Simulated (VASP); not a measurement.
Crystal: ZnS.

```
Zn S
1.0
     3.17923    0.00000    0.00000
     0.00000    3.17923    0.00000
     0.00000    0.00000    3.17923
Zn S
1 1
Cartesian
  0.0000 0.0000 0.0000
  1.5896 1.5896 1.5896
```

Base run:

- Program: VASP 6.6.1
- Functional: r2SCAN
- Potentials or basis: VASP PAW PBE potentials, release 64 (Zn, S)
- Cutoff: 550 eV
- k mesh: 6 × 6 × 6
- Occupations: fermi-dirac, width 0.02 eV
- Spin: no spin polarisation

Its results: band gap on the k mesh zero (band 9 reaches 4.84 eV, above the bottom of band 10 at 4.04 eV); pressure -0.3 GPa.

Task: The run is repeated on the same cell with these changes: functional from r2SCAN to PBE; cutoff from 550 eV to 500 eV. What comes out?

Result: Band gap on the k mesh zero (band 9 reaches 4.95 eV, above the bottom of band 10 at 4.16 eV); pressure 1.1 GPa.

Caveats: the PAW data sets were made with another functional, which shifts forces and pressure a little (some runs).
